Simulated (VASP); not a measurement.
Set up this calculation in VASP 6.6.1, as the native input.

```
Task                   : single point
Functional             : PBEsol
Potentials or basis    : VASP PAW PBE potentials, release 64 (Zr_sv)
Cutoff                 : 520 eV
k mesh                 : 13 × 13 × 4
Occupations            : fermi-dirac, width 0.1 eV
Spin                   : no spin polarisation
Dipole correction      : no
Further INCAR settings : ALGO = Normal; EDIFF = 1e-06; NBANDS = 32
```

The structure of Zr lies in POSCAR:

```
Zr
1.0
    3.0369241832      0.0000000000      0.0000000000
   -1.5184620916      2.6300534920      0.0000000000
    0.0000000000      0.0000000000      9.8967219633
Zr
4
Direct
    1.0000000000      0.0000000000      0.0000000000
    0.0000000000      0.0000000000      0.5000000000
    0.3333333333      0.6666666667      0.2500000000
    0.6666666667      0.3333333333      0.7500000000
```

These files were run (other wordings do the same):

INCAR

```
ALGO     = Normal         # electronic algorithm
EDIFF    = 1E-6           # SCF threshold, eV
ENCUT    = 520            # plane-wave cutoff, eV
GGA      = PS             # functional
ISIF     = 2              # what is computed and relaxed
ISMEAR   = -1             # smearing method
LASPH    = T              # aspherical terms in the spheres
LCHARG   = F              # write CHGCAR
LREAL    = F              # projectors in reciprocal space
LWAVE    = F              # write WAVECAR
NBANDS   = 32             # bands
NELM     = 60             # most SCF steps
PREC     = Accurate       # precision mode
SIGMA    = 0.1            # smearing width, eV
```

KPOINTS

```
k-points
0
Gamma
  13 13 4
```

Potentials or basis: VASP PAW PBE potentials, release 64 (Zr_sv).

Command:

```bash
$ cat potpaw_PBE.64/Zr_sv/POTCAR > POTCAR
$ mpirun -np 1 vasp_std > vasp.out
```

Results of the run:

The pressure is 15.2 GPa. The band gap on the k mesh is zero (bands 24 and 25 overlap by 1.48 eV).

Caveat: the cell stands under pressure; the PAW data sets were made with another functional, which shifts forces and pressure a little.

Wall time 51 s on 1 thread of Intel(R) Xeon(R) 6975P-C (Granite Rapids) (shared host), peak memory 0.26 GiB.
